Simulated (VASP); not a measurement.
# PbS (Galena) (Imm2) in VASP: further runs

The runs below take PbS (Galena) through single point, with PBEsol.

Program: VASP 6.6.1. These are calculated values, not measurements. Logs are shortened: lines on timing, memory, paths and dates and some standing lists are left out, and cuts for length are marked.

### Step 1. The cell of the first run

It takes space group Imm2 (No. 44, orthorhombic). Conventional cell: a = 4.194 Å, b = 5.931 Å, c = 4.194 Å, α = 90.00°, β = 90.00°, γ = 90.00°. Pb (site symmetry mm2) has 6 S at 2.88 to 3.06 Å within 3.8 Å. S (site symmetry mm2) has 6 Pb at 2.88 to 3.06 Å within 3.8 Å.

### Step 2. Single point, PBEsol

The input, INCAR:

```
SYSTEM = PbS
PREC = Accurate ; ENCUT = 520
EDIFF = 1E-6 ; ISMEAR = 0
SIGMA = 0.01 ; LREAL = .False.
LASPH = .True. ; NELM = 60
ALGO = Normal ; ISIF = 2
LWAVE = .False. ; LCHARG = .False.
GGA = PS ; NBANDS = 17
```

The input, KPOINTS:

```
regular mesh
0
Gamma
  5 5 5
  0 0 0
```

The input, POSCAR:

```
PbS
1.0
    0.0000000000      2.9657500000      2.9657500000
    2.9657500000      0.0000000000      2.9657500000
    2.9657500000      2.9657500000      0.0000000000
Pb S
1 1
Direct
    0.0000000000      0.0000000000      0.0000000000
    0.5300000000      0.5000000000      0.5000000000
```

Potentials or basis: VASP PAW PBE potentials, release 64 (Pb_d, S).

Started as:

```sh
$ cat potpaw_PBE.64/Pb_d/POTCAR potpaw_PBE.64/S/POTCAR > POTCAR
$ mpirun -np 1 vasp_std > vasp.out
```

OUTCAR:

```text
SYSTEM = PbS
   PREC = Accurate
   ENCUT = 520
   EDIFF = 1E-6
   ISMEAR = 0
   LREAL = .False.
   LASPH = .True.
   NELM = 60
   ISIF = 2
   GGA = PS

 ion  position               nearest neighbor table
   1  0.000  0.000  0.000-   2 2.88   2 2.88   2 2.97   2 2.97   2 3.06   2 3.06
   2  0.530  0.500  0.500-   1 2.88   1 2.88   1 2.97   1 2.97   1 3.06   1 3.06

  LATTYP: Found a face centered cubic cell.
 ALAT       =     5.9315000000

  Lattice vectors:

 A1 = (   0.0000000000,   2.9657500000,   2.9657500000)
 A2 = (   2.9657500000,   0.0000000000,   2.9657500000)
 A3 = (   2.9657500000,   2.9657500000,   0.0000000000)

Analysis of symmetry for initial positions (statically):
=====================================================================
 Subroutine PRICEL returns:
 Original cell was already a primitive cell.

 Routine SETGRP: Setting up the symmetry group for a
 face centered cubic supercell.

 Subroutine GETGRP returns: Found  4 space group operations
 (whereof  4 operations were pure point group operations)
 out of a pool of 48 trial point group operations.

The static configuration has the point symmetry C_2v.

Analysis of symmetry for dynamics (positions and initial velocities):
=====================================================================
 Subroutine PRICEL returns:
 Original cell was already a primitive cell.

 Routine SETGRP: Setting up the symmetry group for a
 face centered cubic supercell.

 Subroutine GETGRP returns: Found  4 space group operations
 (whereof  4 operations were pure point group operations)
 out of a pool of 48 trial point group operations.

The dynamic configuration has the point symmetry C_2v.

 Subroutine INISYM returns: Found  4 space group operations
 (whereof  4 operations are pure point group operations),
 and found     1 'primitive' translations

----------------------------------------------------------------------------------------

                                     Primitive cell

  volume of cell :      52.1715

  direct lattice vectors                    reciprocal lattice vectors
     0.000000000  2.965750000  2.965750000    -0.168591419  0.168591419  0.168591419
     2.965750000  0.000000000  2.965750000     0.168591419 -0.168591419  0.168591419
     2.965750000  2.965750000  0.000000000     0.168591419  0.168591419 -0.168591419

  length of vectors
     4.194203873  4.194203873  4.194203873     0.292008903  0.292008903  0.292008903

  position of ions in fractional coordinates (direct lattice)
     0.000000000  0.000000000  0.000000000
     0.530000000  0.500000000  0.500000000

  ion indices of the primitive-cell ions
   primitive index   ion index
                 1           1
                 2           2

----------------------------------------------------------------------------------------

 KPOINTS: regular mesh

Automatic generation of k-mesh.
 Grid dimensions read from file:
 generate k-points for:    5    5    5

 Generating k-lattice:

  Cartesian coordinates                     Fractional coordinates (reciprocal lattice)
    -0.033718284  0.033718284  0.033718284     0.200000000  0.000000000  0.000000000
     0.033718284 -0.033718284  0.033718284     0.000000000  0.200000000  0.000000000
     0.033718284  0.033718284 -0.033718284     0.000000000  0.000000000  0.200000000

  Length of vectors
     0.058401781  0.058401781  0.058401781

  Shift w.r.t. Gamma in fractional coordinates (k-lattice)
     0.000000000  0.000000000  0.000000000

 Subroutine IBZKPT returns following result:
 ===========================================

 Found     27 irreducible k-points:

 Following reciprocal coordinates:
            Coordinates               Weight
  0.000000  0.000000  0.000000      1.000000
  0.200000  0.000000  0.000000      4.000000
  0.000000  0.200000  0.000000      4.000000
  0.400000  0.000000  0.000000      4.000000
  0.000000  0.400000  0.000000      4.000000
  0.200000  0.200000  0.000000      4.000000
[... 16 lines left out ...]
  0.200000 -0.400000 -0.400000      2.000000
 -0.400000  0.400000  0.200000      4.000000
 [... further k-points ...]
   k-points           NKPTS =     27   k-points in BZ     NKDIM =     27   number of bands    NBANDS=     17
   number of dos      NEDOS =    301   number of ions     NIONS =      2
   total plane-waves  NPLWV =  32768
   dimension x,y,z NGX =    32 NGY =   32 NGZ =   32
   dimension x,y,z NGXF=    64 NGYF=   64 NGZF=   64
   ions per type =               1   1
   NGX,Y,Z   is equivalent  to a cutoff of  12.68, 12.68, 12.68 a.u.
   NGXF,Y,Z  is equivalent  to a cutoff of  25.37, 25.37, 25.37 a.u.
 SYSTEM =  PbS
   PREC   = accura    normal or accurate (medium, high low for compatibility)
   ISTART =      0    job   : 0-new  1-cont  2-samecut
   ICHARG =      2    charge: 1-file 2-atom 10-const
   ISPIN  =      1    spin polarized calculation?
   LNONCOLLINEAR =      F non collinear calculations
   LSORBIT =      F    spin-orbit coupling
   LASPH  =      T    aspherical Exc in radial PAW
   ENCUT  =  520.0 eV  38.22 Ry    6.18 a.u.   7.80  7.80  7.80*2*pi/ulx,y,z
   NELM   =     60;   NELMIN=  2; NELMDL= -5     # of ELM steps
   EDIFF  = 0.1E-05   stopping-criterion for ELM
   LREAL  =      F    real-space projection
   EDIFFG = 0.1E-04   stopping-criterion for IOM
   NSW    =      0    number of steps for IOM
   IBRION =     -1    ionic relax: 0-MD 1-quasi-New 2-CG
   NFREE  =      0    steps in history (QN), initial steepest desc. (CG)
   ISIF   =      2    stress and relaxation
   ISYM   =      2    0-nonsym 1-usesym 2-fastsym
   POTIM  = 0.5000    time-step for ionic-motion
   TEBEG  =    0.0;   TEEND  =   0.0 temperature during run
   PSTRESS=    0.0 pullay stress
   NELECT =      20.0000    total number of electrons
   NUPDOWN=      -1.0000    fix difference up-down
   EMIN   =  10.00;   EMAX   =-10.00  energy-range for DOS
   EFERMI =   0.00;   METHOD = LEGACY
   ISMEAR =     0;   SIGMA  =   0.01  broadening in eV -4-tet -1-fermi 0-gaus
   EFERMI_NEDOS =   21; number of points for ismear=-14 and -15
   IALGO  =     38    algorithm
   IMIX   =      4    mixing-type and parameters
     AMIX     =   0.40;   BMIX     =  1.00
     AMIX_MAG =   1.60;   BMIX_MAG =  1.00
  volume/ion in A,a.u.               =      26.09       176.04
  Fermi-wavevector in a.u.,A,eV,Ry     =   1.189251  2.247359 19.242973  1.414319
  Thomas-Fermi vector in A             =   2.325363
   LORBIT       =      0    0 simple, 1 ext, 2 COOP (PROOUT), +10 PAW based schemes
   GGA     = PS    functional components
   LHFCALC =     F    Hartree Fock is set to
   AEXX    =    0.0000 exact exchange contribution
   IVDW    =     0    specifies the selected vdW correction
   LEPSILON=     F    determine dielectric tensor
   LRPA    =     F    only Hartree local field effects (RPA)
 non-spin polarized calculation
 Gauss-broadening in eV      SIGMA  =   0.01
  energy-cutoff  :      520.00
  volume of cell :       52.17
 maximum number of plane-waves:      1422
   NGX = 15   NGY = 15   NGZ = 15

 number of electron      19.9999998 magnetization

 Free energy of the ion-electron system (eV)
  ---------------------------------------------------
  ext. energy  EPLUGINS =         0.00000000
  ---------------------------------------------------
  free energy    TOTEN  =        -9.46717437 eV

  energy without entropy =       -9.46717437  energy(sigma->0) =       -9.46717437

 E-fermi :   5.3190     XC(G=0):  -9.8882

 val. band max:        5.2569999270   @ k =   0.0000   0.4000   0.0000
 cond. band min:       6.5181381249   @ k =   0.0000   0.4000   0.0000
 fundamental gap:      1.2611381979
 Fermi energy:         5.3189792208

 k-point     1 :       0.0000    0.0000    0.0000
  band No.  band energies     occupation
      1     -11.0554      2.00000
      2     -11.0534      2.00000
      3     -11.0528      2.00000
      4     -11.0430      2.00000
      5     -11.0429      2.00000
      6      -7.9442      2.00000
[... 9 lines left out ...]
     16      12.4588      0.00000
     17      14.1335      0.00000

 k-point     2 :       0.2000    0.0000    0.0000
  band No.  band energies     occupation
      1     -11.0570      2.00000
      2     -11.0564      2.00000
      3     -11.0529      2.00000
      4     -11.0349      2.00000
      5     -11.0345      2.00000
      6      -7.6097      2.00000
[... 9 lines left out ...]
     16      13.1930      0.00000
     17      16.5647      0.00000

 k-point     3 :       0.0000    0.2000    0.0000
  band No.  band energies     occupation
      1     -11.0586      2.00000
      2     -11.0565      2.00000
      3     -11.0512      2.00000
      4     -11.0359      2.00000
      5     -11.0338      2.00000
      6      -7.6056      2.00000
[... 9 lines left out ...]
     16      13.1782      0.00000
     17      16.5616      0.00000

 k-point     4 :       0.4000    0.0000    0.0000
  band No.  band energies     occupation
      1     -11.0740      2.00000
      2     -11.0731      2.00000
      3     -11.0523      2.00000
      4     -11.0093      2.00000
      5     -11.0088      2.00000
      6      -6.8661      2.00000
[... 9 lines left out ...]
     16      15.0871      0.00000
     17      17.0864      0.00000

 k-point     5 :       0.0000    0.4000    0.0000
  band No.  band energies     occupation
      1     -11.0766      2.00000
      2     -11.0732      2.00000
      3     -11.0502      2.00000
      4     -11.0105      2.00000
      5     -11.0078      2.00000
      6      -6.8487      2.00000
[... 9 lines left out ...]
     16      15.0639      0.00000
     17      17.0423      0.00000

 k-point     6 :       0.2000    0.2000    0.0000
  band No.  band energies     occupation
      1     -11.0808      2.00000
      2     -11.0636      2.00000
      3     -11.0341      2.00000
      4     -11.0333      2.00000
      5     -11.0312      2.00000
      6      -7.4828      2.00000
[... 9 lines left out ...]
     16      14.7531      0.00000
     17      15.2850      0.00000

 k-point     7 :       0.0000    0.2000    0.2000
  band No.  band energies     occupation
      1     -11.0809      2.00000
      2     -11.0620      2.00000
      3     -11.0344      2.00000
      4     -11.0341      2.00000
      5     -11.0316      2.00000
      6      -7.4845      2.00000
[... 9 lines left out ...]
     16      14.6982      0.00000
     17      15.3622      0.00000

 k-point     8 :       0.4000    0.2000    0.0000
  band No.  band energies     occupation
      1     -11.1139      2.00000
      2     -11.0597      2.00000
      3     -11.0455      2.00000
      4     -11.0185      2.00000
      5     -11.0054      2.00000
      6      -6.8422      2.00000
[... 9 lines left out ...]
     16      16.0578      0.00000
     17      17.1301      0.00000
[... 203 lines left out ...]
      1     -11.1832      2.00000
      2     -11.0784      2.00000
      3     -11.0188      2.00000
      4     -10.9978      2.00000
      5     -10.9958      2.00000
      6      -6.4553      2.00000
[... 9 lines left out ...]
     16      17.3284      0.00000
     17      17.7942      0.00000

 k-point    20 :       0.0000    0.4000    0.4000
  band No.  band energies     occupation
      1     -11.1826      2.00000
      2     -11.0768      2.00000
      3     -11.0188      2.00000
      4     -10.9987      2.00000
      5     -10.9968      2.00000
      6      -6.4646      2.00000
[... 9 lines left out ...]
     16      17.2849      0.00000
     17      17.8010      0.00000

 k-point    21 :      -0.4000    0.4000    0.0000
  band No.  band energies     occupation
      1     -11.1767      2.00000
      2     -11.0656      2.00000
      3     -11.0293      2.00000
      4     -11.0027      2.00000
      5     -10.9958      2.00000
      6      -6.2247      2.00000
[... 9 lines left out ...]
     16      16.9339      0.00000
     17      18.1149      0.00000

 k-point    22 :       0.0000   -0.4000    0.4000
  band No.  band energies     occupation
      1     -11.1761      2.00000
      2     -11.0642      2.00000
      3     -11.0292      2.00000
      4     -11.0026      2.00000
      5     -10.9978      2.00000
      6      -6.2297      2.00000
[... 9 lines left out ...]
     16      16.9717      0.00000
     17      18.0913      0.00000

 k-point    23 :       0.2000   -0.4000   -0.4000
  band No.  band energies     occupation
      1     -11.1759      2.00000
      2     -11.0639      2.00000
      3     -11.0293      2.00000
      4     -11.0044      2.00000
      5     -10.9960      2.00000
      6      -6.2385      2.00000
[... 9 lines left out ...]
     16      16.9607      0.00000
     17      18.0994      0.00000

 k-point    24 :      -0.4000    0.4000    0.2000
  band No.  band energies     occupation
      1     -11.1462      2.00000
      2     -11.0502      2.00000
      3     -11.0445      2.00000
      4     -11.0189      2.00000
      5     -10.9980      2.00000
      6      -6.3481      2.00000
[... 9 lines left out ...]
     16      17.2054      0.00000
     17      17.2981      0.00000

 [... further k-points ...]

------------------------ aborting loop because EDIFF is reached ----------------------------------------

  FORCE on cell =-STRESS in cart. coord.  units (eV):
  Direction    XX          YY          ZZ          XY          YZ          ZX
  --------------------------------------------------------------------------------------
  -------------------------------------------------------------------------------------
  Total       -0.3580804     -0.2520875     -0.2520875      0.0000000      0.0234395      0.0000000
  in kB      -10.9965761     -7.7415554     -7.7415554      0.0000000      0.7198223      0.0000000
  external PRESSURE =      -8.8265623 kB  Pullay stress =       0.0000000 kB

 VOLUME and BASIS-vectors are now :
 -----------------------------------------------------------------------------
  energy-cutoff  :      520.00
  volume of cell :       52.17
      direct lattice vectors                 reciprocal lattice vectors
     0.000000000  2.965750000  2.965750000    -0.168591419  0.168591419  0.168591419
     2.965750000  0.000000000  2.965750000     0.168591419 -0.168591419  0.168591419
     2.965750000  2.965750000  0.000000000     0.168591419  0.168591419 -0.168591419

 POSITION                                       TOTAL-FORCE (eV/Angst)
 -----------------------------------------------------------------------------------
      0.00000      0.00000      0.00000         0.000000      0.039612      0.039612
      2.96575      3.05472      3.05472         0.000000     -0.039612     -0.039612
 -----------------------------------------------------------------------------------
    total drift:                                0.000000      0.000563      0.000563

  FREE ENERGIE OF THE ION-ELECTRON SYSTEM (eV)
  ---------------------------------------------------
  free  energy   TOTEN  =        -9.4671743732 eV

  energy  without entropy=       -9.4671743732  energy(sigma->0) =       -9.46717437
```

Wall time 12 s (1 thread of AMD EPYC 9R45 (Zen 5), shared host); peak memory 0.15 GiB.

What came out:

```
Free energy            : -9.4672 eV
Pressure               : -0.9 GPa
Largest force          : 0.056 eV/Å
Band gap on the k mesh : 1.26 eV, direct
```

Forces on the atoms (eV/Å):
```
Pb   0.000  0.040  0.040
S    0.000 -0.040 -0.040
```

Caveat: the PAW data sets were made with another functional, which shifts forces and pressure a little; spin-orbit coupling is left out, which moves the levels of the heavy elements. A k mesh can miss the band edges.

(Part 1 of 2 ends here.)
